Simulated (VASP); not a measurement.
Wanted: the native input for a VASP 6.6.1 run.

```
Task                   : single point
Functional             : PBE
Potentials or basis    : VASP PAW PBE potentials, release 64 (S, Ba_sv, Se)
Cutoff                 : 520 eV
k mesh                 : 4 × 4 × 2
Occupations            : gaussian, width 0.01 eV
Spin                   : no spin polarisation
Dipole correction      : no
Further INCAR settings : ALGO = Normal; EDIFF = 1e-06; NBANDS = 24
```

The structure of Ba2SeS lies in POSCAR:

```
Ba2SeS
1.0
    4.6244860781      0.0000000000      0.0000000000
    0.0000000000      4.6244860781      0.0000000000
    0.0000000000      0.0000000000      6.5412104335
S Ba Se
1 2 1
Direct
    0.0000000000      0.0000000000      0.0000000000
    0.0000000000      0.0000000000      0.5000000000
    0.5000000000      0.5000000000      0.0000000000
    0.5000000000      0.5000000000      0.5000000000
```

One way to write it, as run:

INCAR

```
PREC     = Accurate       # precision mode
ENCUT    = 520            # plane-wave cutoff, eV
EDIFF    = 1E-6           # SCF threshold, eV
ISMEAR   = 0              # smearing method
SIGMA    = 0.01           # smearing width, eV
LREAL    = False          # projectors in reciprocal space
LASPH    = True           # aspherical terms in the spheres
NELM     = 60             # most SCF steps
ALGO     = Normal         # electronic algorithm
ISIF     = 2              # what is computed and relaxed
LWAVE    = False          # write WAVECAR
LCHARG   = False          # write CHGCAR
GGA      = PE             # functional
NBANDS   = 24             # bands
```

KPOINTS

```
regular mesh
0
Gamma
  4 4 2
```

Potentials or basis: VASP PAW PBE potentials, release 64 (S, Ba_sv, Se).

Command:

```bash
$ cat potpaw_PBE.64/S/POTCAR potpaw_PBE.64/Ba_sv/POTCAR potpaw_PBE.64/Se/POTCAR > POTCAR
$ mpirun -np 1 vasp_std > vasp.out
```

Results of the run:

- Pressure: 0.9 GPa
- Band gap on the k mesh: 1.99 eV, direct

Caveat: the k points lie up to 0.48 Å⁻¹ apart; spin-orbit coupling is left out, which moves the levels of the heavy elements.

It took 15 s on 1 thread of Intel(R) Xeon(R) 6975P-C (Granite Rapids), on a shared host, peak memory 0.26 GiB.
